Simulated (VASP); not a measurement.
Here is a VASP 6.6.1 calculation.

The input INCAR:

```
SYSTEM = MgO
PREC = Accurate ; ENCUT = 600
EDIFF = 1E-6 ; ISMEAR = 0
SIGMA = 0.02 ; LREAL = .FALSE.
LASPH = .TRUE. ; NELM = 80
ALGO = Normal ; ISIF = 3
LWAVE = .FALSE. ; LCHARG = .FALSE.
GGA = PE ; IBRION = 2
NSW = 100 ; EDIFFG = -0.002
```

KPOINTS

```
regular mesh
0
G
  14 14 14
  0 0 0
```

File POSCAR:

```
MgO
1.0
    0.0000000000      2.1085000000      2.1085000000
    2.1085000000      0.0000000000      2.1085000000
    2.1085000000      2.1085000000      0.0000000000
Mg O
1 1
Direct
    0.0000000000      0.0000000000      0.0000000000
    0.5000000000      0.5000000000      0.5000000000
```

Potentials or basis: VASP PAW PBE potentials, release 64 (Mg, O).

The run is started by

```console
$ cat potpaw_PBE.64/Mg/POTCAR potpaw_PBE.64/O/POTCAR > POTCAR
$ mpirun -np 1 vasp_std > vasp.out
```

Question: Predict the band gap on the k mesh.

Answer: 4.50 eV, direct.

Question: Predict the relaxed cell.

Answer: a = 3.002 Å, b = 3.002 Å, c = 3.002 Å, α = 60.00°, β = 60.00°, γ = 60.00°.

Question: Predict the space group after relaxing (to 0.05 Å).

Answer: Fm-3m (No. 225).

Final structure:
```cif
data_structure
_symmetry_space_group_name_H-M 'P 1'
_symmetry_Int_Tables_number 1
_cell_length_a 3.0016
_cell_length_b 3.0016
_cell_length_c 3.0016
_cell_angle_alpha 60.000
_cell_angle_beta 60.000
_cell_angle_gamma 60.000
_cell_volume 19.12
loop_
_atom_site_label
_atom_site_type_symbol
_atom_site_fract_x
_atom_site_fract_y
_atom_site_fract_z
_atom_site_occupancy
Mg1 Mg 0.00000 0.00000 0.00000 1
O1 O 0.50000 0.50000 0.50000 1
```

A k mesh can miss the band edges. As with any semilocal functional, this PBE gap is likely too small.
